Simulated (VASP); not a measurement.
Set up this calculation in VASP 6.6.1, as the native input.

| Item | Value |
| --- | --- |
| Task | single point |
| Functional | PBE |
| Potentials or basis | VASP PAW PBE potentials, release 64 (Na_pv, Nb_sv) |
| Cutoff | 520 eV |
| k mesh | 4 × 4 × 4 |
| Occupations | gaussian, width 0.1 eV |
| Spin | no spin polarisation |
| Dipole correction | no |
| Further INCAR settings | ALGO = Normal; EDIFF = 1e-06; NBANDS = 31 |

The structure of NaNb3 lies in POSCAR:

```
NaNb3
1.0
    4.0407314426      0.0000000000      0.0000000000
    0.0000000000      4.0407314426      0.0000000000
    0.0000000000      0.0000000000      3.9991983631
Na Nb
1 3
Direct
    0.0000000000      0.0000000000      0.0000000000
    0.0000000000      0.5000000000      0.5000000000
    0.5000000000      0.0000000000      0.5000000000
    0.5000000000      0.5000000000      0.0000000000
```

The input as run:

INCAR

```
SYSTEM = NaNb3
  PREC = Accurate
  ENCUT = 520
  EDIFF = 1E-6
  ISMEAR = 0
  SIGMA = 0.1
  LREAL = .FALSE.
  LASPH = .TRUE.
  NELM = 80
  ALGO = Normal
  ISIF = 2
  LWAVE = .FALSE.
  LCHARG = .TRUE.
  GGA = PE
  LELF = .TRUE.
  LVHAR = .TRUE.
  NBANDS = 31
```

KPOINTS

```
Automatic mesh
0
G
  4 4 4
  0 0 0
```

Potentials or basis: VASP PAW PBE potentials, release 64 (Na_pv, Nb_sv).

Run with:

```bash
$ cat potpaw_PBE.64/Na_pv/POTCAR potpaw_PBE.64/Nb_sv/POTCAR > POTCAR
$ mpirun -np 1 vasp_std > vasp.out
```

It gave:

```
Pressure               : 20.5 GPa
Band gap on the k mesh : zero (band 23 reaches 12.31 eV, above the bottom of band 24 at 10.24 eV)
```

Caveat: the k points lie up to 0.39 Å⁻¹ apart.

It took 33 s on 1 thread of Intel(R) Xeon(R) Platinum 8375C CPU @ 2.90GHz (Ice Lake), with other jobs on the host, peak memory 0.18 GiB.
